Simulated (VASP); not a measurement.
# GaAs (Pmmm) in VASP: notebook

GaAs is run at these levels: PBE; tasks: single point, relaxation of cell and atoms.

All numbers are computed with VASP 6.6.1; they aren't measurements. Logs are shortened: lines on timing, memory, paths and dates and some standing lists are left out, and cuts for length are marked.

### Step 1. The cell of the first run

It takes space group Pmmm (No. 47, orthorhombic). Conventional cell: a = 3.813 Å, b = 3.934 Å, c = 9.890 Å, α = 90.00°, β = 90.00°, γ = 90.00°. Ga (site symmetry mm2) has 4 As at 2.50 to 2.55 Å and 1 Ga at 3.39 Å within 3.4 Å. Ga (site symmetry mmm) has 4 As at 2.56 Å within 3.4 Å. Within 3.5 Å of As (site symmetry mm2) lie 4 Ga at 2.50 to 2.56 Å and 1 As at 3.42 Å. As (site symmetry mmm) has 4 Ga at 2.55 Å within 3.4 Å.

The cell was built from a structure type or drawn by symmetry, and may not be a known phase.

### Step 2. Single point, PBE

INCAR

```
PREC     = Accurate       # precision mode
ENCUT    = 520            # plane-wave cutoff, eV
EDIFF    = 1E-6           # SCF threshold, eV
ISMEAR   = 0              # smearing method
SIGMA    = 0.1            # smearing width, eV
LREAL    = F              # projectors in reciprocal space
LASPH    = T              # aspherical terms in the spheres
NELM     = 60             # most SCF steps
ALGO     = Normal         # electronic algorithm
ISIF     = 2              # what is computed and relaxed
LWAVE    = F              # write WAVECAR
LCHARG   = F              # write CHGCAR
GGA      = PE             # functional
NBANDS   = 36             # bands
```

KPOINTS

```
Automatic mesh
0
Gamma
  6 4 2
```

POSCAR

```
GaAs
1.0
    3.8132117821      0.0000000000      0.0000000000
    0.0000000000      3.9344523519      0.0000000000
    0.0000000000      0.0000000000      9.8900078681
Ga As
3 3
Direct
    0.5000000000      0.5000000000      0.1712479224
    0.5000000000      0.5000000000      0.8287520776
    0.0000000000      0.0000000000      0.5000000000
    0.5000000000      0.0000000000      0.3269524302
    0.0000000000      0.5000000000      0.0000000000
    0.5000000000      0.0000000000      0.6730475698
```

Potentials or basis: VASP PAW PBE potentials, release 64 (Ga_d, As).

Started as:

```
cat potpaw_PBE.64/Ga_d/POTCAR potpaw_PBE.64/As/POTCAR > POTCAR
mpirun -np 1 vasp_std > vasp.out
```

OUTCAR:

```text
PREC = Accurate
   ENCUT = 520
   EDIFF = 1E-6
   ISMEAR = 0
   LREAL = F
   LASPH = T
   NELM = 60
   ISIF = 2
   GGA = PE

 ion  position               nearest neighbor table
   1  0.500  0.500  0.171-   4 2.50   4 2.50   5 2.55   5 2.55
   2  0.500  0.500  0.829-   6 2.50   6 2.50   5 2.55   5 2.55
   3  0.000  0.000  0.500-   4 2.56   6 2.56   4 2.56   6 2.56
   4  0.500  0.000  0.327-   1 2.50   1 2.50   3 2.56   3 2.56
   5  0.000  0.500  0.000-   1 2.55   2 2.55   1 2.55   2 2.55
   6  0.500  0.000  0.673-   2 2.50   2 2.50   3 2.56   3 2.56

  LATTYP: Found a simple orthorhombic cell.
 ALAT       =     3.8132117821
 B/A-ratio  =     1.0317948692
 C/A-ratio  =     2.5936162042

  Lattice vectors:

 A1 = (   3.8132117821,   0.0000000000,   0.0000000000)
 A2 = (   0.0000000000,   3.9344523519,   0.0000000000)
 A3 = (   0.0000000000,   0.0000000000,   9.8900078681)

Analysis of symmetry for initial positions (statically):
=====================================================================
 Subroutine PRICEL returns:
 Original cell was already a primitive cell.

 Routine SETGRP: Setting up the symmetry group for a
 simple orthorhombic supercell.

 Subroutine GETGRP returns: Found  8 space group operations
 (whereof  8 operations were pure point group operations)
 out of a pool of  8 trial point group operations.

The static configuration has the point symmetry D_2h.

Analysis of symmetry for dynamics (positions and initial velocities):
=====================================================================
 Subroutine PRICEL returns:
 Original cell was already a primitive cell.

 Routine SETGRP: Setting up the symmetry group for a
 simple orthorhombic supercell.

 Subroutine GETGRP returns: Found  8 space group operations
 (whereof  8 operations were pure point group operations)
 out of a pool of  8 trial point group operations.

The dynamic configuration has the point symmetry D_2h.

 Subroutine INISYM returns: Found  8 space group operations
 (whereof  8 operations are pure point group operations),
 and found     1 'primitive' translations

----------------------------------------------------------------------------------------

                                     Primitive cell

  volume of cell :     148.3788

  direct lattice vectors                    reciprocal lattice vectors
     3.813211782  0.000000000  0.000000000     0.262246121  0.000000000  0.000000000
     0.000000000  3.934452352  0.000000000     0.000000000  0.254164979  0.000000000
     0.000000000  0.000000000  9.890007868     0.000000000  0.000000000  0.101112154

  length of vectors
     3.813211782  3.934452352  9.890007868     0.262246121  0.254164979  0.101112154

  position of ions in fractional coordinates (direct lattice)
     0.500000000  0.500000000  0.171247922
     0.500000000  0.500000000  0.828752078
     0.000000000  0.000000000  0.500000000
     0.500000000  0.000000000  0.326952430
     0.000000000  0.500000000  0.000000000
     0.500000000  0.000000000  0.673047570

  ion indices of the primitive-cell ions
   primitive index   ion index
                 1           1
                 2           2
                 3           3
                 4           4
                 5           5
                 6           6

----------------------------------------------------------------------------------------

 KPOINTS: Automatic mesh

Automatic generation of k-mesh.
 Grid dimensions read from file:
 generate k-points for:    6    4    2

 Generating k-lattice:

  Cartesian coordinates                     Fractional coordinates (reciprocal lattice)
     0.043707687  0.000000000  0.000000000     0.166666667  0.000000000  0.000000000
     0.000000000  0.063541245  0.000000000     0.000000000  0.250000000  0.000000000
     0.000000000  0.000000000  0.050556077     0.000000000  0.000000000  0.500000000

  Length of vectors
     0.043707687  0.063541245  0.050556077

  Shift w.r.t. Gamma in fractional coordinates (k-lattice)
     0.000000000  0.000000000  0.000000000

 Subroutine IBZKPT returns following result:
 ===========================================

 Found     24 irreducible k-points:

 Following reciprocal coordinates:
            Coordinates               Weight
  0.000000  0.000000  0.000000      1.000000
  0.166667  0.000000  0.000000      2.000000
  0.333333  0.000000  0.000000      2.000000
  0.500000  0.000000  0.000000      1.000000
  0.000000  0.250000  0.000000      2.000000
  0.166667  0.250000  0.000000      4.000000
[... 16 lines left out ...]
  0.333333  0.500000  0.500000      2.000000
  0.500000  0.500000  0.500000      1.000000
   k-points           NKPTS =     24   k-points in BZ     NKDIM =     24   number of bands    NBANDS=     36
   number of dos      NEDOS =    301   number of ions     NIONS =      6
   total plane-waves  NPLWV =  67200
   dimension x,y,z NGX =    28 NGY =   30 NGZ =   80
   dimension x,y,z NGXF=    56 NGYF=   60 NGZF=  160
   ions per type =               3   3
   NGX,Y,Z   is equivalent  to a cutoff of  12.21, 12.68, 13.45 a.u.
   NGXF,Y,Z  is equivalent  to a cutoff of  24.41, 25.35, 26.90 a.u.
 SYSTEM =  unknown system
   PREC   = accura    normal or accurate (medium, high low for compatibility)
   ISTART =      0    job   : 0-new  1-cont  2-samecut
   ICHARG =      2    charge: 1-file 2-atom 10-const
   ISPIN  =      1    spin polarized calculation?
   LNONCOLLINEAR =      F non collinear calculations
   LSORBIT =      F    spin-orbit coupling
   LASPH  =      T    aspherical Exc in radial PAW
   ENCUT  =  520.0 eV  38.22 Ry    6.18 a.u.   7.09  7.32 18.39*2*pi/ulx,y,z
   NELM   =     60;   NELMIN=  2; NELMDL= -5     # of ELM steps
   EDIFF  = 0.1E-05   stopping-criterion for ELM
   LREAL  =      F    real-space projection
   EDIFFG = 0.1E-04   stopping-criterion for IOM
   NSW    =      0    number of steps for IOM
   IBRION =     -1    ionic relax: 0-MD 1-quasi-New 2-CG
   NFREE  =      0    steps in history (QN), initial steepest desc. (CG)
   ISIF   =      2    stress and relaxation
   ISYM   =      2    0-nonsym 1-usesym 2-fastsym
   POTIM  = 0.5000    time-step for ionic-motion
   TEBEG  =    0.0;   TEEND  =   0.0 temperature during run
   PSTRESS=    0.0 pullay stress
   NELECT =      54.0000    total number of electrons
   NUPDOWN=      -1.0000    fix difference up-down
   EMIN   =  10.00;   EMAX   =-10.00  energy-range for DOS
   EFERMI =   0.00;   METHOD = LEGACY
   ISMEAR =     0;   SIGMA  =   0.10  broadening in eV -4-tet -1-fermi 0-gaus
   EFERMI_NEDOS =   21; number of points for ismear=-14 and -15
   IALGO  =     38    algorithm
   IMIX   =      4    mixing-type and parameters
     AMIX     =   0.40;   BMIX     =  1.00
     AMIX_MAG =   1.60;   BMIX_MAG =  1.00
  volume/ion in A,a.u.               =      24.73       166.88
  Fermi-wavevector in a.u.,A,eV,Ry     =   1.168823  2.208755 18.587566  1.366148
  Thomas-Fermi vector in A             =   2.305304
   LORBIT       =      0    0 simple, 1 ext, 2 COOP (PROOUT), +10 PAW based schemes
   GGA     = PE    functional components
   LHFCALC =     F    Hartree Fock is set to
   AEXX    =    0.0000 exact exchange contribution
   IVDW    =     0    specifies the selected vdW correction
   LEPSILON=     F    determine dielectric tensor
   LRPA    =     F    only Hartree local field effects (RPA)
 non-spin polarized calculation
 Gauss-broadening in eV      SIGMA  =   0.10
  energy-cutoff  :      520.00
  volume of cell :      148.38
 maximum number of plane-waves:      4016
   NGX = 15   NGY = 15   NGZ = 37

 number of electron      53.9999997 magnetization

 Free energy of the ion-electron system (eV)
  ---------------------------------------------------
  ext. energy  EPLUGINS =         0.00000000
  ---------------------------------------------------
  free energy    TOTEN  =       -22.40741557 eV

  energy without entropy =      -22.39259228  energy(sigma->0) =      -22.40000392

 E-fermi :   3.2717     XC(G=0):  -9.2650

 val. band max:        3.2286224227   @ k =   0.5000   0.2500   0.5000
 cond. band min:       3.2796240306   @ k =   0.3333   0.5000   0.0000
 fundamental gap:      0.0510016079
 Fermi energy:         3.2716507725

 k-point     1 :       0.0000    0.0000    0.0000
  band No.  band energies     occupation
      1     -11.9165      2.00000
      2     -11.7898      2.00000
      3     -11.7870      2.00000
      4     -11.7547      2.00000
      5     -11.7069      2.00000
      6     -11.6154      2.00000
[... 28 lines left out ...]
     35       8.4747      0.00000
     36       8.5924      0.00000

 k-point     2 :       0.1667    0.0000    0.0000
  band No.  band energies     occupation
      1     -11.9012      2.00000
      2     -11.7903      2.00000
      3     -11.7890      2.00000
      4     -11.7804      2.00000
      5     -11.6997      2.00000
      6     -11.6274      2.00000
[... 28 lines left out ...]
     35       8.9687      0.00000
     36       9.0427      0.00000

 k-point     3 :       0.3333    0.0000    0.0000
  band No.  band energies     occupation
      1     -11.8737      2.00000
      2     -11.8278      2.00000
      3     -11.7969      2.00000
      4     -11.7874      2.00000
      5     -11.6838      2.00000
      6     -11.6560      2.00000
[... 28 lines left out ...]
     35       8.8949      0.00000
     36       9.4524      0.00000

 k-point     4 :       0.5000    0.0000    0.0000
  band No.  band energies     occupation
      1     -11.8616      2.00000
      2     -11.8499      2.00000
      3     -11.8002      2.00000
      4     -11.7866      2.00000
      5     -11.6780      2.00000
      6     -11.6669      2.00000
[... 28 lines left out ...]
     35       8.6717      0.00000
     36       8.9434      0.00000

 k-point     5 :       0.0000    0.2500    0.0000
  band No.  band energies     occupation
      1     -11.9108      2.00000
      2     -11.7935      2.00000
      3     -11.7899      2.00000
      4     -11.7542      2.00000
      5     -11.7060      2.00000
      6     -11.6069      2.00000
[... 655 lines left out ...]
 k-point    22 :       0.1667    0.5000    0.5000
  band No.  band energies     occupation
      1     -11.8882      2.00000
      2     -11.7969      2.00000
      3     -11.7963      2.00000
      4     -11.7811      2.00000
      5     -11.6981      2.00000
      6     -11.6150      2.00000
[... 28 lines left out ...]
     35       8.4544      0.00000
     36       8.9116      0.00000

 k-point    23 :       0.3333    0.5000    0.5000
  band No.  band energies     occupation
      1     -11.8573      2.00000
      2     -11.8292      2.00000
      3     -11.8049      2.00000
      4     -11.7945      2.00000
      5     -11.6825      2.00000
      6     -11.6491      2.00000
[... 28 lines left out ...]
     35       7.3795      0.00000
     36      10.0822      0.00000

 k-point    24 :       0.5000    0.5000    0.5000
  band No.  band energies     occupation
      1     -11.8511      2.00000
      2     -11.8434      2.00000
      3     -11.8089      2.00000
      4     -11.7937      2.00000
      5     -11.6736      2.00000
      6     -11.6637      2.00000
[... 28 lines left out ...]
     35       8.1640      0.00000
     36       8.9223      0.00000

------------------------ aborting loop because EDIFF is reached ----------------------------------------

  FORCE on cell =-STRESS in cart. coord.  units (eV):
  Direction    XX          YY          ZZ          XY          YZ          ZX
  --------------------------------------------------------------------------------------
  -------------------------------------------------------------------------------------
  Total        0.3046419      0.0443760      0.3232222     -0.0000000      0.0000000      0.0000000
  in kB        3.2894889      0.4791670      3.4901165     -0.0000000      0.0000000      0.0000000
  external PRESSURE =       2.4195908 kB  Pullay stress =       0.0000000 kB

 VOLUME and BASIS-vectors are now :
 -----------------------------------------------------------------------------
  energy-cutoff  :      520.00
  volume of cell :      148.38
      direct lattice vectors                 reciprocal lattice vectors
     3.813211782  0.000000000  0.000000000     0.262246121  0.000000000  0.000000000
     0.000000000  3.934452352  0.000000000     0.000000000  0.254164979  0.000000000
     0.000000000  0.000000000  9.890007868     0.000000000  0.000000000  0.101112154

 POSITION                                       TOTAL-FORCE (eV/Angst)
 -----------------------------------------------------------------------------------
      1.90661      1.96723      1.69364         0.000000      0.000000     -0.009049
      1.90661      1.96723      8.19636         0.000000      0.000000      0.009049
      0.00000      0.00000      4.94500         0.000000      0.000000      0.000000
      1.90661      0.00000      3.23356         0.000000      0.000000     -0.021984
      0.00000      1.96723      0.00000         0.000000      0.000000      0.000000
      1.90661      0.00000      6.65645        -0.000000      0.000000      0.021984
 -----------------------------------------------------------------------------------
    total drift:                                0.000000      0.000000      0.000000

  FREE ENERGIE OF THE ION-ELECTRON SYSTEM (eV)
  ---------------------------------------------------
  free  energy   TOTEN  =       -22.4074155672 eV

  energy  without entropy=      -22.3925922772  energy(sigma->0) =      -22.40000392
```

It took 4.9 min on 1 thread of Intel Xeon 8259CL, shared host; peak memory 0.29 GiB.

What came out:

```
Free energy            : -22.4074 eV
Pressure               : 0.2 GPa
Largest force          : 0.022 eV/Å
Band gap on the k mesh : zero (bands 27 and 28 overlap by 1.26 eV)
```

Forces in eV/Å, atoms in the order of the input:
```
Ga   0.000  0.000 -0.009
Ga   0.000  0.000  0.009
Ga   0.000  0.000  0.000
As   0.000  0.000 -0.022
As   0.000  0.000  0.000
As   0.000  0.000  0.022
```

Caveat: the k points lie up to 0.40 Å⁻¹ apart, too coarse for converged energies and pressures of a metal.

### Step 3. Single point, PBE

This run uses another cell than the first one, of 21.07 Å³/atom.

INCAR

```
SYSTEM = GaAs
PREC = Accurate
ENCUT = 520
EDIFF = 1E-7
ISMEAR = 0
SIGMA = 0.1
LREAL = .False.
LASPH = .True.
NELM = 60
ALGO = Normal
ISIF = 2
LWAVE = .False.
LCHARG = .False.
GGA = PE
NBANDS = 36
```

KPOINTS

```
regular mesh
0
Gamma
  6 4 2
  0 0 0
```

POSCAR

```
GaAs
1.0
    3.5017106700      0.0000000000      0.0000000000
    0.0000000000      3.9526212700      0.0000000000
    0.0000000000      0.0000000000      9.1325903200
Ga As
3 3
Direct
    0.5000000000      0.5000000000      0.1780484600
    0.5000000000      0.5000000000      0.8219515400
    0.0000000000      0.0000000000      0.5000000000
    0.5000000000      0.0000000000      0.3219515400
    0.0000000000      0.5000000000      0.0000000000
    0.5000000000      0.0000000000      0.6780484600
```

Potentials or basis: VASP PAW PBE potentials, release 64 (Ga_d, As).

Started as:

```
cat potpaw_PBE.64/Ga_d/POTCAR potpaw_PBE.64/As/POTCAR > POTCAR
mpirun -np 1 vasp_std > vasp.out
```

It took 4.5 min on 1 thread of Intel Xeon 8259CL, shared host; peak memory 0.27 GiB.

The run converged. Its results:

```yaml
Free_energy: -21.2757 eV
Pressure: 14.1 GPa
Largest_force: 0.255 eV/Å
Band_gap_on_the_k_mesh: zero (bands 27 and 28 overlap by 1.78 eV)
```

Forces on the atoms (eV/Å):
```
Ga   0.000  0.000 -0.255
Ga   0.000  0.000  0.255
Ga   0.000  0.000  0.000
As   0.000  0.000 -0.252
As   0.000  0.000  0.000
As   0.000  0.000  0.252
```

Stress tensor (GPa, compression positive):
```
18.98  0.00  0.00
 0.00  5.68  0.00
 0.00  0.00 17.62
```

Levels at points of the mesh, in eV from the Fermi level:
```
           k point  band 23  band 24  band 25  band 26  band 27  band 28  band 29  band 30  band 31  band 32
(0.00, 0.00, 0.00)    -1.92    -0.85    -0.57    -0.48    -0.26     0.06     1.73     2.01     2.49     3.65
(0.50, 0.00, 0.00)    -3.64    -2.93    -1.94    -1.56    -0.20     0.60     1.98     2.07     3.11     3.75
(0.00, 0.50, 0.00)    -2.77    -2.42    -1.13    -1.09    -0.85     0.90     2.99     3.28     4.08     4.82
(0.50, 0.50, 0.00)    -4.46    -4.41    -3.91    -1.81    -1.14    -0.90     0.26     1.84     2.48     2.74
(0.00, 0.00, 0.50)    -2.81    -1.58    -1.41     0.12     0.88     0.92     1.07     2.42     2.53     2.84
(0.50, 0.00, 0.50)    -4.16    -1.84    -1.67    -0.83    -0.21     0.60     1.60     2.56     2.56     3.06
(0.00, 0.50, 0.50)    -3.99    -1.09    -0.85    -0.64     0.65     0.89     1.98     2.07     4.03     4.74
(0.50, 0.50, 0.50)    -4.46    -4.18    -3.97    -1.62    -1.50    -0.52    -0.30     0.95     0.98     4.04
```

Caveat: the k points lie up to 0.40 Å⁻¹ apart, too coarse for converged energies and pressures of a metal.

[end of part 1 of 2]
